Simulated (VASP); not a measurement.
# LiF: relaxation of cell and atoms with PBEsol

LiF:

```
CELL_PARAMETERS angstrom
0.00000 2.04171 2.04171
2.04171 0.00000 2.04171
2.04171 2.04171 0.00000
ATOMIC_POSITIONS crystal
Li 0.00000 0.00000 0.00000
F 0.50000 0.50000 0.50000
```

* Program: VASP 6.6.1
* Task: relaxation of cell and atoms
* Functional: PBEsol
* Potentials or basis: VASP PAW PBE potentials, release 64 (Li_sv, F)
* Cutoff: 600 eV
* k mesh: 10 × 10 × 10
* Occupations: gaussian, width 0.02 eV
* Spin: no spin polarisation
* Dipole correction: no
* Further INCAR settings: ALGO = Normal; EDIFF = 1e-06; IBRION = 2; EDIFFG = -0.005; NSW = 100; ISIF = 3

| Quantity | Value |
| --- | --- |
| Relaxed volume | 7.98 Å³/atom |
| Relaxed cell | a = 2.826 Å, b = 2.826 Å, c = 2.826 Å, α = 60.00°, β = 60.00°, γ = 60.00° |
| Space group after relaxing (to 0.1 Å) | Fm-3m (No. 225) |
| Energy gained by relaxing | 7.3 meV/atom |
| Ionic steps | 4 |
| Pressure after relaxing | 0.0 GPa |
| Band gap on the k mesh | 9.13 eV |

The path:
| step | energy change (eV) | largest force (eV/Å) | pressure (GPa) | volume (Å³) |
| --- | --- | --- | --- | --- |
| 1 | 0.0000 | 0.0000 | -4.12 | 17.02 |
| 2 | -0.0108 | 0.0000 | -2.25 | 16.49 |
| 3 | -0.0146 | 0.0000 | -0.40 | 16.04 |
| 4 | -0.0147 | 0.0000 | -0.01 | 15.95 |

Final structure:
```
Li F
1.0
     0.00000    1.99804    1.99804
     1.99804    0.00000    1.99804
     1.99804    1.99804    0.00000
Li F
1 1
Direct
  0.00000 0.00000 0.00000
  0.50000 0.50000 0.50000
```

Levels at points of the mesh, in eV from the valence-band top:
```
           k point  band 1  band 2  band 3  band 4  band 5  band 6  band 7  band 8  band 9
(0.00, 0.00, 0.00)  -40.15  -19.93    0.00    0.00    0.00    9.13   24.14   24.14   24.14
(0.50, 0.00, 0.00)  -40.08  -19.47   -2.63   -0.24   -0.24   10.70   16.83   18.93   18.93
(0.50, 0.50, 0.00)  -40.06  -19.18   -3.17   -1.05   -1.05   14.85   16.30   17.62   20.36
```

Wall time 17 s on 1 thread of Intel(R) Xeon(R) Platinum 8375C CPU @ 2.90GHz (Ice Lake), with other jobs on the host, peak memory 0.13 GiB.

Caveat: the cutoff is under 1.25 times the usual one of these potentials, so pressure, stress and relaxed cells hold a basis-set (Pulay) error; the PAW data sets were made with another functional, which shifts forces and pressure a little. A k mesh can miss the band edges.
